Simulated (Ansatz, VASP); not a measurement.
# One calculation of Cd, two programs

Contents of INCAR:

```
SYSTEM = Cd
  PREC = Accurate
  ENCUT = 600
  EDIFF = 1E-6
  ISMEAR = 0
  SIGMA = 0.1
  LREAL = .FALSE.
  LASPH = .TRUE.
  NELM = 60
  ALGO = Fast
  ISIF = 3
  LWAVE = .FALSE.
  LCHARG = .FALSE.
  GGA = PS
  IBRION = 2
  NSW = 100
  EDIFFG = -0.01
```

File KPOINTS:

```
Automatic mesh
0
G
  22 22 22
  0 0 0
```

File POSCAR:

```
Cd
1.0
   -1.7467226194      1.7467226194      1.7467226194
    1.7467226194     -1.7467226194      1.7467226194
    1.7467226194      1.7467226194     -1.7467226194
Cd
1
Direct
    0.0000000000      0.0000000000      0.0000000000
```

Input for Ansatz:

```yaml
crystal:
  lattice:
    - [-1.7467226194, 1.7467226194, 1.7467226194]
    - [1.7467226194, -1.7467226194, 1.7467226194]
    - [1.7467226194, 1.7467226194, -1.7467226194]
  atoms:
    - { symbol: Cd, position: [0.0, 0.0, 0.0] }
basis:
  ecutwfc: 420
kpoints:
  mp_grid: { grid: [22, 22, 22] }
hamiltonian:
  xc: pbesol
scf:
  occupations: { method: gaussian, width: 0.1 }
output:
  forces: true
  stress: true
  eigenvalues: true
relax:
  adjacent_minimum: "off"
  f_tol: 0.01
  max_steps: 80
  cell: { stress_tol: 0.05 }
```

Alike in both runs: task relaxation of cell and atoms; functional PBEsol; k mesh 22 × 22 × 22; occupations gaussian, width 0.1 eV; no spin polarisation.

```csv
,VASP,Ansatz
version,VASP 6.6.1,Ansatz 0.2.0
potentials or method,"VASP PAW PBE potentials, release 64 (Cd), cutoff 600 eV","scalar-relativistic, plane waves, PAW"
valence electrons in the cell,12,20
```

|  | VASP | Ansatz | Ansatz less VASP |
| --- | --- | --- | --- |
| gap on the k mesh at the Fermi level, each at its own relaxed structure (eV) | none | none | - |
| relaxed volume (Å³/atom) | 21.42 | 21.32 | -0.103 |
| relaxed cell length with the largest relative difference (Å) | 3.030 | 3.025 | -0.0049 |

VASP's potentials were made for PBE, not for PBEsol. A gap of «none» marks a metal or a gap that the smearing closes. VASP's potentials hold 12 valence electrons a cell and Ansatz's 20, so a difference there can come from the potentials and not from the codes.
